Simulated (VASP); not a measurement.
# Zr3Ag (P4/mmm) in VASP: relaxation of cell and atoms with LDA

Aim: the relaxation of cell and atoms of Zr3Ag with LDA.

Program: VASP 6.6.1. These are calculated values, not measurements. Logs are shortened: lines on timing, memory, paths and dates and some standing lists are left out, and cuts for length are marked.

## 1. The cell of the first run

It takes space group P4/mmm (No. 123, tetragonal). The conventional cell has a = 4.566 Å, b = 4.566 Å, c = 3.986 Å, α = 90.00°, β = 90.00°, γ = 90.00°. Within 4.0 Å of Zr (site symmetry 4/mmm) lie 10 Zr at 3.03 to 3.99 Å and 4 Ag at 3.23 Å. Within 4.0 Å of Zr (site symmetry mmm) lie 10 Zr at 3.03 to 3.99 Å and 4 Ag at 3.03 Å. Within 4.0 Å of Ag (site symmetry 4/mmm) lie 12 Zr at 3.03 to 3.23 Å and 2 Ag at 3.99 Å.

## 2. Relaxation of cell and atoms, LDA

Contents of INCAR:

```
SYSTEM = Zr3Ag
ALGO     = Normal         ! electronic algorithm
EDIFF    = 1E-6           ! SCF threshold, eV
EDIFFG   = -0.005         ! ionic threshold
ENCUT    = 600            ! plane-wave cutoff, eV
GGA      = CA             ! functional
IBRION   = 2              ! ionic algorithm
ISIF     = 3              ! what is computed and relaxed
ISMEAR   = -1             ! smearing method
LASPH    = .True.         ! aspherical terms in the spheres
LCHARG   = .False.        ! write CHGCAR
LREAL    = .False.        ! projectors in reciprocal space
LWAVE    = .False.        ! write WAVECAR
NELM     = 80             ! most SCF steps
NSW      = 70             ! ionic steps
PREC     = Accurate       ! precision mode
SIGMA    = 0.05           ! smearing width, eV
```

Contents of KPOINTS:

```
k-points
0
Gamma
  8 8 9
  0 0 0
```

Contents of POSCAR:

```
Zr3Ag
1.0
    4.5660000000      0.0000000000      0.0000000000
    0.0000000000      4.5660000000      0.0000000000
    0.0000000000      0.0000000000      3.9860000000
Zr Ag
3 1
Direct
    0.5000000000      0.5000000000      0.0000000000
    0.0000000000      0.5000000000      0.5000000000
    0.5000000000      0.0000000000      0.5000000000
    0.0000000000      0.0000000000      0.0000000000
```

Potentials or basis: VASP PAW LDA potentials, release 64 (Zr_sv, Ag).

The run is started by

```sh
$ cat potpaw_LDA.64/Zr_sv/POTCAR potpaw_LDA.64/Ag/POTCAR > POTCAR
$ mpirun -np 1 vasp_std > vasp.out
```

OUTCAR:

```text
SYSTEM = Zr3Ag
   EDIFF = 1E-6
   EDIFFG = -0.005
   ENCUT = 600
   GGA = CA
   IBRION = 2
   ISIF = 3
   ISMEAR = -1
   LASPH = .True.
   LREAL = .False.
   NELM = 80
   NSW = 70
   PREC = Accurate

 ion  position               nearest neighbor table
   1  0.500  0.500  0.000-   2 3.03   3 3.03   2 3.03   3 3.03   3 3.03   3 3.03   2 3.03   2 3.03
                             4 3.23   4 3.23   4 3.23   4 3.23
   2  0.000  0.500  0.500-   1 3.03   4 3.03   1 3.03   4 3.03   4 3.03   4 3.03   1 3.03   1 3.03
                             3 3.23   3 3.23   3 3.23   3 3.23
   3  0.500  0.000  0.500-   1 3.03   4 3.03   1 3.03   4 3.03   1 3.03   1 3.03   4 3.03   4 3.03
                             2 3.23   2 3.23   2 3.23   2 3.23
   4  0.000  0.000  0.000-   2 3.03   3 3.03   2 3.03   3 3.03   2 3.03   2 3.03   3 3.03   3 3.03
                             1 3.23   1 3.23   1 3.23   1 3.23

  LATTYP: Found a simple tetragonal cell.
 ALAT       =     4.5660000000
 C/A-ratio  =     0.8729741568

  Lattice vectors:

 A1 = (   4.5660000000,   0.0000000000,   0.0000000000)
 A2 = (   0.0000000000,   4.5660000000,   0.0000000000)
 A3 = (   0.0000000000,   0.0000000000,   3.9860000000)

Analysis of symmetry for initial positions (statically):
=====================================================================
 Subroutine PRICEL returns:
 Original cell was already a primitive cell.

 Routine SETGRP: Setting up the symmetry group for a
 simple tetragonal supercell.

 Subroutine GETGRP returns: Found 16 space group operations
 (whereof 16 operations were pure point group operations)
 out of a pool of 16 trial point group operations.

The static configuration has the point symmetry D_4h.

Analysis of symmetry for dynamics (positions and initial velocities):
=====================================================================
 Subroutine PRICEL returns:
 Original cell was already a primitive cell.

 Routine SETGRP: Setting up the symmetry group for a
 simple tetragonal supercell.

 Subroutine GETGRP returns: Found 16 space group operations
 (whereof 16 operations were pure point group operations)
 out of a pool of 16 trial point group operations.

The dynamic configuration has the point symmetry D_4h.

 Subroutine INISYM returns: Found 16 space group operations
 (whereof 16 operations are pure point group operations),
 and found     1 'primitive' translations

----------------------------------------------------------------------------------------

                                     Primitive cell

  volume of cell :      83.1015

  direct lattice vectors                    reciprocal lattice vectors
[... 111 lines left out ...]
     AMIX_MAG =   1.60;   BMIX_MAG =  1.00
  volume/ion in A,a.u.               =      20.78       140.20
  Fermi-wavevector in a.u.,A,eV,Ry     =   1.353852  2.558409 24.938313  1.832914
  Thomas-Fermi vector in A             =   2.481072
   LORBIT       =      0    0 simple, 1 ext, 2 COOP (PROOUT), +10 PAW based schemes
   GGA     = CA    functional components
   LHFCALC =     F    Hartree Fock is set to
   AEXX    =    0.0000 exact exchange contribution
   IVDW    =     0    specifies the selected vdW correction
   LEPSILON=     F    determine dielectric tensor
   LRPA    =     F    only Hartree local field effects (RPA)
 conjugate gradient relaxation of ions
 non-spin polarized calculation
  energy-cutoff  :      600.00
  volume of cell :       83.10
 maximum number of plane-waves:      2792
   NGX = 19   NGY = 19   NGZ = 15

--------------------------------------- Ionic step        1  -------------------------------------------

 number of electron      46.9999998 magnetization

 Free energy of the ion-electron system (eV)
  ---------------------------------------------------
  ext. energy  EPLUGINS =         0.00000000
  ---------------------------------------------------
  free energy    TOTEN  =       -31.63897380 eV

  energy without entropy =      -31.58507087  energy(sigma->0) =      -31.61202233

------------------------ aborting loop because EDIFF is reached ----------------------------------------

  FORCE on cell =-STRESS in cart. coord.  units (eV):
  Direction    XX          YY          ZZ          XY          YZ          ZX
  --------------------------------------------------------------------------------------
  -------------------------------------------------------------------------------------
  Total       -2.8678882     -2.8678882     -1.5925988      0.0000000     -0.0000000      0.0000000
  in kB      -55.2921780    -55.2921780    -30.7049127      0.0000000     -0.0000000      0.0000000
  external PRESSURE =     -47.0964229 kB  Pullay stress =       0.0000000 kB
[... 25 lines left out ...]
--------------------------------------- Ionic step        2  -------------------------------------------

 number of electron      47.0000004 magnetization

 E-fermi :  10.1085     XC(G=0): -12.2093

 val. band max:       10.1042139089   @ k =   0.3750   0.1250   0.3333
 cond. band min:      10.1103845275   @ k =   0.3750   0.2500   0.4444
 fundamental gap:      0.0061706187
 Fermi energy:        10.1084530077

 k-point     1 :       0.0000    0.0000    0.0000
  band No.  band energies     occupation
      1     -38.0005      2.00000
      2     -37.7745      2.00000
      3     -37.5488      2.00000
      4     -16.7233      2.00000
      5     -16.7233      2.00000
      6     -16.5896      2.00000
[... 804 lines left out ...]
  FREE ENERGIE OF THE ION-ELECTRON SYSTEM (eV)
  ---------------------------------------------------
  free  energy   TOTEN  =       -31.7014887557 eV

  energy  without entropy=      -31.6513047968  energy(sigma->0) =      -31.67639678

[... ionic steps 4 to 10 ...]

--------------------------------------- Ionic step       11  -------------------------------------------

 number of electron      46.9999996 magnetization

------------------------ aborting loop because EDIFF is reached ----------------------------------------
[... 71 lines left out ...]
--------------------------------------- Ionic step       13  -------------------------------------------

 number of electron      46.9999996 magnetization

 Free energy of the ion-electron system (eV)
  ---------------------------------------------------
  ext. energy  EPLUGINS =         0.00000000
  ---------------------------------------------------
  free energy    TOTEN  =       -31.77767129 eV

  energy without entropy =      -31.72952966  energy(sigma->0) =      -31.75360047

 E-fermi :   9.5259     XC(G=0): -11.9776

 val. band max:        9.5250012161   @ k =   0.3750   0.3750   0.4444
 cond. band min:       9.5271809513   @ k =   0.3750   0.2500   0.3333
 fundamental gap:      0.0021797352
 Fermi energy:         9.5258832372

 k-point     1 :       0.0000    0.0000    0.0000
  band No.  band energies     occupation
      1     -38.6614      2.00000
      2     -38.4013      2.00000
      3     -38.3872      2.00000
      4     -17.2797      2.00000
      5     -17.2762      2.00000
      6     -17.2762      2.00000
[... 766 lines left out ...]
  FREE ENERGIE OF THE ION-ELECTRON SYSTEM (eV)
  ---------------------------------------------------
  free  energy   TOTEN  =       -31.7776712907 eV

  energy  without entropy=      -31.7295296557  energy(sigma->0) =      -31.75360047

 reached required accuracy - stopping structural energy minimisation
```

OSZICAR:

```text
N       E                     dE             d eps       ncg     rms          rms(c)
DAV:   1     0.504593768557E+03    0.50459E+03   -0.26688E+04  4224   0.184E+03
DAV:   2     0.708683415653E+01   -0.49751E+03   -0.48705E+03  4584   0.497E+02
DAV:   3    -0.310038154495E+02   -0.38091E+02   -0.36687E+02  7008   0.105E+02
[... 131 lines left out ...]
DAV:   4    -0.317776442766E+02    0.54967E-04   -0.53438E-04  6132   0.148E-01    0.621E-02
DAV:   5    -0.317776597542E+02   -0.15478E-04   -0.67988E-05  6304   0.542E-02    0.356E-02
DAV:   6    -0.317776679524E+02   -0.81982E-05   -0.22734E-05  6328   0.332E-02    0.138E-02
DAV:   7    -0.317776712021E+02   -0.32497E-05   -0.15439E-05  6292   0.227E-02    0.450E-03
DAV:   8    -0.317776712907E+02   -0.88670E-07   -0.66251E-07  2348   0.613E-03
  13 F= -.31777671E+02 E0= -.31753600E+02  d E =-.945742E-04
```

CONTCAR:

```text
Zr3Ag
   1.00000000000000
     4.2932240816842810   -0.0000000000000000    0.0000000000000000
    -0.0000000000000000    4.2932240816842810    0.0000000000000000
    -0.0000000000000000    0.0000000000000000    4.3158222254497334
  Zr              Ag
     3     1
Direct
     0.5000000000000000    0.5000000000000000    0.0000000000000000
     0.0000000000000000    0.5000000000000000    0.5000000000000000
     0.5000000000000000    0.0000000000000000    0.5000000000000000
     0.0000000000000000    0.0000000000000000    0.0000000000000000

  0.00000000E+00  0.00000000E+00  0.00000000E+00
  0.00000000E+00  0.00000000E+00  0.00000000E+00
  0.00000000E+00  0.00000000E+00  0.00000000E+00
  0.00000000E+00  0.00000000E+00  0.00000000E+00
```

Wall time 9.8 min (1 thread of Intel Xeon 6975P-C (Granite Rapids), shared host); peak memory 0.32 GiB.

What came out:

| Quantity | Value |
| --- | --- |
| Free energy | -31.7777 eV |
| Relaxed volume | 19.89 Å³/atom |
| Relaxed cell | a = 4.293 Å, b = 4.293 Å, c = 4.316 Å, α = 90.00°, β = 90.00°, γ = 90.00° |
| Space group after relaxing (to 0.05 Å) | Pm-3m (No. 221) |
| Energy gained by relaxing | 34.7 meV/atom |
| Ionic steps | 13 |
| Pressure after relaxing | 0.0 GPa |

The path:
```csv
step,energy change (eV),largest force (eV/Å),pressure (GPa),volume (Å³)
1,0.0000,0.0000,-4.71,83.10
2,-0.0094,0.0000,5.66,75.96
3,-0.0625,0.0000,0.27,79.28
4,-0.0753,0.0000,0.31,79.27
5,-0.1101,0.0000,0.49,79.19
6,-0.1345,0.0000,1.24,78.73
7,-0.1125,0.0000,-2.79,81.60
8,-0.1366,0.0000,0.26,79.38
9,-0.1366,0.0000,0.27,79.36
10,-0.1383,0.0000,0.01,79.55
11,-0.1386,0.0000,-0.17,79.68
12,-0.1385,0.0000,0.28,79.37
13,-0.1387,0.0000,0.02,79.55
```

Final structure:
```cif
data_structure
_symmetry_space_group_name_H-M 'P 1'
_symmetry_Int_Tables_number 1
_cell_length_a 4.2932
_cell_length_b 4.2932
_cell_length_c 4.3158
_cell_angle_alpha 90.000
_cell_angle_beta 90.000
_cell_angle_gamma 90.000
_cell_volume 79.55
loop_
_atom_site_label
_atom_site_type_symbol
_atom_site_fract_x
_atom_site_fract_y
_atom_site_fract_z
_atom_site_occupancy
Zr1 Zr 0.50000 0.50000 0.00000 1
Zr2 Zr 0.00000 0.50000 0.50000 1
Zr3 Zr 0.50000 0.00000 0.50000 1
Ag1 Ag 0.00000 0.00000 0.00000 1
```

Levels at points of the mesh, in eV from the Fermi level:
```csv
k point,band 20,band 21,band 22,band 23,band 24,band 25,band 26,band 27,band 28
"(0.00, 0.00, 0.00)",-1.01,-1.00,-1.00,-0.41,-0.37,3.06,3.06,3.45,3.45
"(0.50, 0.00, 0.00)",-2.17,-1.10,-0.76,-0.72,0.99,1.19,1.21,1.48,2.12
"(0.50, 0.50, 0.00)",-2.10,-1.13,-0.75,-0.31,-0.31,-0.27,1.40,1.40,2.35
```
